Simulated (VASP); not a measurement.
Here is a VASP 6.6.1 calculation.

INCAR

```
SYSTEM = Li
PREC     = Accurate       ! precision mode
ENCUT    = 520            ! plane-wave cutoff, eV
EDIFF    = 1E-6           ! SCF threshold, eV
ISMEAR   = -1             ! smearing method
SIGMA    = 0.1            ! smearing width, eV
LREAL    = Auto         
LASPH    = .True.         ! aspherical terms in the spheres
NELM     = 80             ! most SCF steps
ALGO     = Normal         ! electronic algorithm
ISIF     = 2              ! what is computed and relaxed
LWAVE    = .False.        ! write WAVECAR
LCHARG   = .False.        ! write CHGCAR
GGA      = PE             ! functional
NBANDS   = 40             ! bands
```

KPOINTS

```
regular mesh
0
Gamma
  2 2 2
  0 0 0
```

Contents of POSCAR:

```
Li
1.0
    6.9800000000      0.0000000000      0.0000000000
    0.0000000000      6.9800000000      0.0000000000
    0.0000000000      0.0000000000      6.9800000000
Li
17
Direct
    0.1734383954      0.4597994269      0.1427507163
    0.4625071633     -0.1159169054     -0.0087249284
    0.0712464183      0.6787249284     -0.0631088825
   -0.0938395415      0.2240974212      0.3887679083
    0.2787249284      0.2769914040     -0.3002578797
    0.7032091691      0.3991690544      0.0766332378
    0.1954154728     -0.0469340974      0.1522063037
    0.7973925501     -0.1894269341      0.1630229226
   -0.3870343840      0.2600716332      0.7442406877
    0.0117048711      0.6464183381      0.4292836676
    0.5625358166     -0.0017478510      0.4150286533
    0.5894842407      0.5512177650      0.4093123209
    0.7825071633      0.8688395415      0.6392836676
    0.4753008596      0.2411174785      1.2823925501
    0.3952148997      0.6220487106      0.7313180516
    0.8186103152      1.0758022923      0.9314756447
    0.1658452722      0.9202578797      0.6096131805
```

Potentials or basis: VASP PAW PBE potentials, release 64 (Li_sv).

Launch:

```console
$ cat potpaw_PBE.64/Li_sv/POTCAR > POTCAR
$ mpirun -np 1 vasp_std > vasp.out
```

Question: Predict the band gap on the k mesh.

Answer: Zero (an odd number of electrons rules out a gap without spin polarisation).

Question: Estimate the largest force.

Answer: 1.175 eV/Å.

Forces on the atoms (eV/Å):
```
Li   0.491 -0.653  0.270
Li   0.556  0.008 -0.458
Li  -0.686  0.126 -0.946
Li   0.097 -0.150  0.104
Li  -0.815 -0.198  0.012
Li   0.332  0.730 -0.254
Li  -0.648  0.462  0.626
Li  -0.080 -0.168  0.361
Li   0.130  0.207 -0.656
Li   0.095 -0.465  0.039
Li  -0.133 -0.894  0.407
Li  -0.052  0.471  0.165
Li  -0.091 -0.432  0.367
Li  -0.806  0.362 -0.455
Li   0.336  0.235  0.019
Li   0.929 -0.022  0.389
Li   0.344  0.381  0.007
```

Caveat: the k points lie up to 0.45 Å⁻¹ apart, too coarse for converged energies and pressures of a metal.
